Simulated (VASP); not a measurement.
# CaS (Fm-3m) in VASP: a series of runs, part 2 of 2

VASP 6.6.1.

**3. Single point, PBE (volume changed by -10%)**

Input file INCAR:

```
SYSTEM = CaS
  ALGO = Normal
  EDIFF = 1E-6
  ENCUT = 500
  GGA = PE
  GGA_COMPAT = .False.
  ISIF = 2
  ISMEAR = 0
  LASPH = .True.
  LCHARG = .False.
  LREAL = .False.
  LWAVE = .False.
  NBANDS = 15
  NELM = 120
  PREC = Accurate
  SIGMA = 0.01
```

Input file KPOINTS:

```
k-points
0
Gamma
  4 4 4
  0 0 0
```

Input file POSCAR:

```
CaS
1.0
    0.0000000000      2.7496496522      2.7496496522
    2.7496496522      0.0000000000      2.7496496522
    2.7496496522      2.7496496522      0.0000000000
Ca S
1 1
Direct
    0.0000000000      0.0000000000      0.0000000000
    0.5000000000      0.5000000000      0.5000000000
```

Potentials or basis: VASP PAW PBE potentials, release 64 (Ca_sv, S).

The run is started by

```sh
> cat potpaw_PBE.64/Ca_sv/POTCAR potpaw_PBE.64/S/POTCAR > POTCAR
> mpirun -np 1 vasp_std > vasp.out
```

OUTCAR:

```text
SYSTEM = CaS
   EDIFF = 1E-6
   ENCUT = 500
   GGA = PE
   ISIF = 2
   ISMEAR = 0
   LASPH = .True.
   LREAL = .False.
   NELM = 120
   PREC = Accurate

 ion  position               nearest neighbor table
   1  0.000  0.000  0.000-   2 2.75   2 2.75   2 2.75   2 2.75   2 2.75   2 2.75
   2  0.500  0.500  0.500-   1 2.75   1 2.75   1 2.75   1 2.75   1 2.75   1 2.75

  LATTYP: Found a face centered cubic cell.
 ALAT       =     5.4992993044

  Lattice vectors:

 A1 = (   0.0000000000,   2.7496496522,   2.7496496522)
 A2 = (   2.7496496522,   0.0000000000,   2.7496496522)
 A3 = (   2.7496496522,   2.7496496522,   0.0000000000)

Analysis of symmetry for initial positions (statically):
=====================================================================
 Subroutine PRICEL returns:
 Original cell was already a primitive cell.

 Routine SETGRP: Setting up the symmetry group for a
 face centered cubic supercell.

 Subroutine GETGRP returns: Found 48 space group operations
[... 9 lines left out ...]

 Routine SETGRP: Setting up the symmetry group for a
 face centered cubic supercell.

 Subroutine GETGRP returns: Found 48 space group operations
[... 11 lines left out ...]
                                     Primitive cell

  volume of cell :      41.5779

  direct lattice vectors                    reciprocal lattice vectors
     0.000000000  2.749649652  2.749649652    -0.181841348  0.181841348  0.181841348
     2.749649652  0.000000000  2.749649652     0.181841348 -0.181841348  0.181841348
     2.749649652  2.749649652  0.000000000     0.181841348  0.181841348 -0.181841348

  length of vectors
     3.888591830  3.888591830  3.888591830     0.314958454  0.314958454  0.314958454

  position of ions in fractional coordinates (direct lattice)
[... 8 lines left out ...]
----------------------------------------------------------------------------------------

 KPOINTS: k-points

Automatic generation of k-mesh.
 Grid dimensions read from file:
 generate k-points for:    4    4    4

 Generating k-lattice:

  Cartesian coordinates                     Fractional coordinates (reciprocal lattice)
    -0.045460337  0.045460337  0.045460337     0.250000000  0.000000000  0.000000000
     0.045460337 -0.045460337  0.045460337     0.000000000  0.250000000  0.000000000
     0.045460337  0.045460337 -0.045460337     0.000000000  0.000000000  0.250000000

  Length of vectors
     0.078739614  0.078739614  0.078739614

  Shift w.r.t. Gamma in fractional coordinates (k-lattice)
     0.000000000  0.000000000  0.000000000

 Subroutine IBZKPT returns following result:
 ===========================================

 Found      8 irreducible k-points:

 Following reciprocal coordinates:
            Coordinates               Weight
  0.000000  0.000000  0.000000      1.000000
  0.250000  0.000000  0.000000      8.000000
  0.500000  0.000000  0.000000      4.000000
  0.250000  0.250000  0.000000      6.000000
  0.500000  0.250000  0.000000     24.000000
 -0.250000  0.250000  0.000000     12.000000
  0.500000  0.500000  0.000000      3.000000
 -0.250000  0.500000  0.250000      6.000000
   k-points           NKPTS =      8   k-points in BZ     NKDIM =      8   number of bands    NBANDS=     15
   number of dos      NEDOS =    301   number of ions     NIONS =      2
   total plane-waves  NPLWV =  21952
   dimension x,y,z NGX =    28 NGY =   28 NGZ =   28
   dimension x,y,z NGXF=    56 NGYF=   56 NGZF=   56
   ions per type =               1   1
   NGX,Y,Z   is equivalent  to a cutoff of  11.97, 11.97, 11.97 a.u.
   NGXF,Y,Z  is equivalent  to a cutoff of  23.94, 23.94, 23.94 a.u.
 SYSTEM =  CaS
   PREC   = accura    normal or accurate (medium, high low for compatibility)
   ISTART =      0    job   : 0-new  1-cont  2-samecut
   ICHARG =      2    charge: 1-file 2-atom 10-const
   ISPIN  =      1    spin polarized calculation?
   LNONCOLLINEAR =      F non collinear calculations
   LSORBIT =      F    spin-orbit coupling
   LASPH  =      T    aspherical Exc in radial PAW
   ENCUT  =  500.0 eV  36.75 Ry    6.06 a.u.   7.09  7.09  7.09*2*pi/ulx,y,z
   NELM   =    120;   NELMIN=  2; NELMDL= -5     # of ELM steps
   EDIFF  = 0.1E-05   stopping-criterion for ELM
   LREAL  =      F    real-space projection
   EDIFFG = 0.1E-04   stopping-criterion for IOM
   NSW    =      0    number of steps for IOM
   IBRION =     -1    ionic relax: 0-MD 1-quasi-New 2-CG
   NFREE  =      0    steps in history (QN), initial steepest desc. (CG)
   ISIF   =      2    stress and relaxation
   ISYM   =      2    0-nonsym 1-usesym 2-fastsym
   POTIM  = 0.5000    time-step for ionic-motion
   TEBEG  =    0.0;   TEEND  =   0.0 temperature during run
   PSTRESS=    0.0 pullay stress
   NELECT =      16.0000    total number of electrons
   NUPDOWN=      -1.0000    fix difference up-down
   EMIN   =  10.00;   EMAX   =-10.00  energy-range for DOS
   EFERMI =   0.00;   METHOD = LEGACY
   ISMEAR =     0;   SIGMA  =   0.01  broadening in eV -4-tet -1-fermi 0-gaus
   EFERMI_NEDOS =   21; number of points for ismear=-14 and -15
   IALGO  =     38    algorithm
   IMIX   =      4    mixing-type and parameters
     AMIX     =   0.40;   BMIX     =  1.00
     AMIX_MAG =   1.60;   BMIX_MAG =  1.00
  volume/ion in A,a.u.               =      20.79       140.29
  Fermi-wavevector in a.u.,A,eV,Ry     =   1.190769  2.250227 19.292115  1.417930
  Thomas-Fermi vector in A             =   2.326846
   LORBIT       =      0    0 simple, 1 ext, 2 COOP (PROOUT), +10 PAW based schemes
   GGA     = PE    functional components
   LHFCALC =     F    Hartree Fock is set to
   AEXX    =    0.0000 exact exchange contribution
   IVDW    =     0    specifies the selected vdW correction
   LEPSILON=     F    determine dielectric tensor
   LRPA    =     F    only Hartree local field effects (RPA)
 non-spin polarized calculation
 Gauss-broadening in eV      SIGMA  =   0.01
  energy-cutoff  :      500.00
  volume of cell :       41.58
 maximum number of plane-waves:      1067
   NGX = 15   NGY = 15   NGZ = 15

 number of electron      15.9999997 magnetization

 Free energy of the ion-electron system (eV)
  ---------------------------------------------------
  ext. energy  EPLUGINS =         0.00000000
  ---------------------------------------------------
  free energy    TOTEN  =       -10.22587529 eV

  energy without entropy =      -10.22587529  energy(sigma->0) =      -10.22587529

 E-fermi :   3.6694     XC(G=0):  -9.7735

 val. band max:        3.5334287685   @ k =   0.0000   0.0000   0.0000
 cond. band min:       5.6024151725   @ k =   0.5000   0.5000   0.0000
 fundamental gap:      2.0689864041
 Fermi energy:         3.6694393144

 k-point     1 :       0.0000    0.0000    0.0000
  band No.  band energies     occupation
      1     -35.3375      2.00000
      2     -16.3296      2.00000
      3     -16.3296      2.00000
      4     -16.3296      2.00000
      5      -8.1629      2.00000
      6       3.5334      2.00000
      7       3.5334      2.00000
      8       3.5334      2.00000
      9       7.6362      0.00000
     10       7.6362      0.00000
     11       7.6362      0.00000
     12       8.3251      0.00000
     13       8.3251      0.00000
     14       8.3701      0.00000
     15      14.6210      0.00000
[... 109 lines left out ...]
 k-point     8 :      -0.2500    0.5000    0.2500
  band No.  band energies     occupation
      1     -35.3114      2.00000
      2     -16.4623      2.00000
      3     -16.4623      2.00000
      4     -16.4234      2.00000
      5      -7.2476      2.00000
      6       1.5507      2.00000
      7       1.5507      2.00000
      8       1.7529      2.00000
      9       8.4419      0.00000
     10       8.4419      0.00000
     11       9.8375      0.00000
     12      10.3993      0.00000
     13      10.7325      0.00000
     14      13.7491      0.00000
     15      14.4101      0.00000

------------------------ aborting loop because EDIFF is reached ----------------------------------------

  FORCE on cell =-STRESS in cart. coord.  units (eV):
  Direction    XX          YY          ZZ          XY          YZ          ZX
  --------------------------------------------------------------------------------------
  -------------------------------------------------------------------------------------
  Total        2.2328319      2.2328319      2.2328319      0.0000000     -0.0000000      0.0000000
  in kB       86.0408161     86.0408161     86.0408161      0.0000000     -0.0000000      0.0000000
  external PRESSURE =      86.0408161 kB  Pullay stress =       0.0000000 kB

 VOLUME and BASIS-vectors are now :
 -----------------------------------------------------------------------------
  energy-cutoff  :      500.00
  volume of cell :       41.58
      direct lattice vectors                 reciprocal lattice vectors
     0.000000000  2.749649652  2.749649652    -0.181841348  0.181841348  0.181841348
     2.749649652  0.000000000  2.749649652     0.181841348 -0.181841348  0.181841348
     2.749649652  2.749649652  0.000000000     0.181841348  0.181841348 -0.181841348

 POSITION                                       TOTAL-FORCE (eV/Angst)
 -----------------------------------------------------------------------------------
      0.00000      0.00000      0.00000        -0.000000     -0.000000     -0.000000
      2.74965      2.74965      2.74965         0.000000      0.000000      0.000000
 -----------------------------------------------------------------------------------
    total drift:                                0.000000      0.000000      0.000000

  FREE ENERGIE OF THE ION-ELECTRON SYSTEM (eV)
  ---------------------------------------------------
  free  energy   TOTEN  =       -10.2258752873 eV

  energy  without entropy=      -10.2258752873  energy(sigma->0) =      -10.22587529
```

stdout:

```text
POSCAR found type information on POSCAR CaS
 POSCAR found :  2 types and       2 ions
 scaLAPACK will be used
 LDA part: xc-table for (Slater+PW92), standard interpolation
 POSCAR, INCAR and KPOINTS ok, starting setup
 FFT: planning ... GRIDC
 FFT: planning ... GRID_SOFT
 FFT: planning ... GRID
 WAVECAR not read
 entering main loop
```

Wall time 11 s (1 thread of Intel Xeon 8259CL, shared host); peak memory 0.15 GiB.

Results:

| Quantity | Value |
| --- | --- |
| Free energy | -10.2259 eV |
| Pressure | 8.6 GPa |
| Band gap on the k mesh | 2.07 eV, indirect (least direct gap 2.95 eV) |

Caveat: the k points lie up to 0.49 Å⁻¹ apart; the cell differs from its parent crystal (volume changed by -10%). A k mesh can miss the band edges.

**4. Single point, PBE**

This run uses another cell than the first one, of 23.10 Å³/atom, 1.053 times its volume.

Input file INCAR:

```
PREC = Accurate
ENCUT = 500
EDIFF = 1E-6
ISMEAR = 0
SIGMA = 0.01
LREAL = False
LASPH = True
NELM = 120
ALGO = Normal
ISIF = 2
LWAVE = False
LCHARG = True
GGA = PE
LELF = True
LVHAR = True
NBANDS = 15
GGA_COMPAT = False
```

Input file KPOINTS:

```
regular mesh
0
Gamma
  4 4 4
```

Input file POSCAR:

```
CaS
1.0
    0.0000000000      2.8479335931      2.8479335931
    2.8479335931      0.0000000000      2.8479335931
    2.8479335931      2.8479335931      0.0000000000
Ca S
1 1
Direct
    0.0000000000      0.0000000000      0.0000000000
    0.5000000000      0.5000000000      0.5000000000
```

The run is started by

```sh
> cat potpaw_PBE.64/Ca_sv/POTCAR potpaw_PBE.64/S/POTCAR > POTCAR
> mpirun -np 1 vasp_std > vasp.out
```

Wall time 14 s (1 thread of Intel Xeon 8259CL, shared host); peak memory 0.16 GiB.

It converged, with:

```
Free energy            : -10.3527 eV
Pressure               : 0.7 GPa
Band gap on the k mesh : 2.35 eV, indirect (least direct gap 3.16 eV)
```

Levels at points of the mesh, in eV from the valence-band top:
| k point | band 5 | band 6 | band 7 | band 8 | band 9 | band 10 | band 11 | band 12 |
| --- | --- | --- | --- | --- | --- | --- | --- | --- |
| (0.00, 0.00, 0.00) | -11.32 | 0.00 | 0.00 | 0.00 | 4.14 | 4.16 | 4.16 | 4.16 |
| (0.50, 0.00, 0.00) | -10.51 | -3.09 | -1.16 | -1.16 | 5.21 | 6.05 | 6.18 | 6.18 |
| (0.50, 0.50, 0.00) | -10.70 | -2.28 | -0.81 | -0.81 | 2.35 | 5.59 | 6.01 | 6.76 |

Caveat: the k points lie up to 0.48 Å⁻¹ apart. A k mesh can miss the band edges.

**5. Single point, PBE (volume changed by +5%)**

Input file INCAR:

```
  ALGO = Normal
  EDIFF = 1E-6
  ENCUT = 500
  GGA = PE
  GGA_COMPAT = False
  ISIF = 2
  ISMEAR = 0
  LASPH = True
  LCHARG = False
  LREAL = False
  LWAVE = False
  NBANDS = 15
  NELM = 120
  PREC = Accurate
  SIGMA = 0.01
```

Input file KPOINTS:

```
k-points
0
Gamma
  4 4 4
```

Input file POSCAR:

```
CaS
1.0
    0.0000000000      2.8946293285      2.8946293285
    2.8946293285      0.0000000000      2.8946293285
    2.8946293285      2.8946293285      0.0000000000
Ca S
1 1
Direct
    0.0000000000      0.0000000000      0.0000000000
    0.5000000000      0.5000000000      0.5000000000
```

The run is started by

```sh
> cat potpaw_PBE.64/Ca_sv/POTCAR potpaw_PBE.64/S/POTCAR > POTCAR
> mpirun -np 1 vasp_std > vasp.out
```

Run time: 14 s. Hardware: 1 thread of Intel Xeon 8259CL, shared host; peak memory 0.16 GiB.

Results (log left out):

```
Free energy            : -10.3442 eV
Pressure               : -1.9 GPa
Band gap on the k mesh : 2.45 eV, indirect (least direct gap 3.22 eV)
```

Levels at points of the mesh, in eV from the valence-band top:
```csv
k point,band 5,band 6,band 7,band 8,band 9,band 10,band 11,band 12
"(0.00, 0.00, 0.00)",-11.17,0.00,0.00,0.00,3.84,4.15,4.15,4.15
"(0.50, 0.00, 0.00)",-10.46,-2.93,-1.06,-1.06,5.11,5.88,6.03,6.03
"(0.50, 0.50, 0.00)",-10.60,-2.18,-0.77,-0.77,2.45,5.49,5.77,6.52
```

Caveat: the k points lie up to 0.47 Å⁻¹ apart; the cell differs from its parent crystal (volume changed by +5%).

**6. Single point, PBE (volume changed by +10%)**

Input file INCAR:

```
PREC = Accurate ; ENCUT = 500
EDIFF = 1E-6 ; ISMEAR = 0
SIGMA = 0.01 ; LREAL = False
LASPH = True ; NELM = 120
ALGO = Normal ; ISIF = 2
LWAVE = False ; LCHARG = False
GGA = PE ; NBANDS = 15
GGA_COMPAT = False
```

Input file KPOINTS:

```
Automatic mesh
0
Gamma
  4 4 4
```

Input file POSCAR:

```
CaS
1.0
    0.0000000000      2.9398652183      2.9398652183
    2.9398652183      0.0000000000      2.9398652183
    2.9398652183      2.9398652183      0.0000000000
Ca S
1 1
Direct
    0.0000000000      0.0000000000      0.0000000000
    0.5000000000      0.5000000000      0.5000000000
```

Potentials or basis: VASP PAW PBE potentials, release 64 (Ca_sv, S).

The run is started by

```sh
> cat potpaw_PBE.64/Ca_sv/POTCAR potpaw_PBE.64/S/POTCAR > POTCAR
> mpirun -np 1 vasp_std > vasp.out
```

It took 13 s on 1 thread of Intel Xeon 8259CL, shared host; peak memory 0.16 GiB.

It converged, with:

| Item | Value |
| --- | --- |
| Free energy | -10.3019 eV |
| Pressure | -4.0 GPa |
| Band gap on the k mesh | 2.53 eV, indirect (least direct gap 3.27 eV) |

Levels at points of the mesh, in eV from the valence-band top:
```csv
k point,band 4,band 5,band 6,band 7,band 8,band 9,band 10,band 11,band 12,band 13
"(0.00, 0.00, 0.00)",-20.52,-11.03,0.00,0.00,0.00,3.58,4.14,4.14,4.14,4.65
"(0.50, 0.00, 0.00)",-20.53,-10.40,-2.78,-0.98,-0.98,5.01,5.72,5.87,5.87,7.52
"(0.50, 0.50, 0.00)",-20.56,-10.51,-2.08,-0.74,-0.74,2.53,5.39,5.53,6.30,6.38
```

Caveat: the k points lie up to 0.46 Å⁻¹ apart; the cell differs from its parent crystal (volume changed by +10%). A k mesh can miss the band edges.

**7. The runs side by side**

| cell | gap on the mesh (eV) | pressure (GPa) |
| --- | --- | --- |
| a = 3.959 Å, angles 60.0°, 2 atoms | 2.22 | 4.2 |
| a = 3.889 Å, angles 60.0°, 2 atoms | 2.07 | 8.6 |
| a = 4.028 Å, angles 60.0°, 2 atoms | 2.35 | 0.7 |
| a = 4.094 Å, angles 60.0°, 2 atoms | 2.45 | -1.9 |
| a = 4.158 Å, angles 60.0°, 2 atoms | 2.53 | -4.0 |

Alike in all rows: task single point; level PBE; potentials or basis VASP PAW PBE potentials, release 64 (Ca_sv, S); no spin polarisation; k mesh 4 × 4 × 4; cutoff (eV) 500; smearing gaussian 0.01 eV.

Caveats: all runs use coarse meshes.

Total energies depend on the potentials used, so only differences within one code and one set of settings carry meaning.
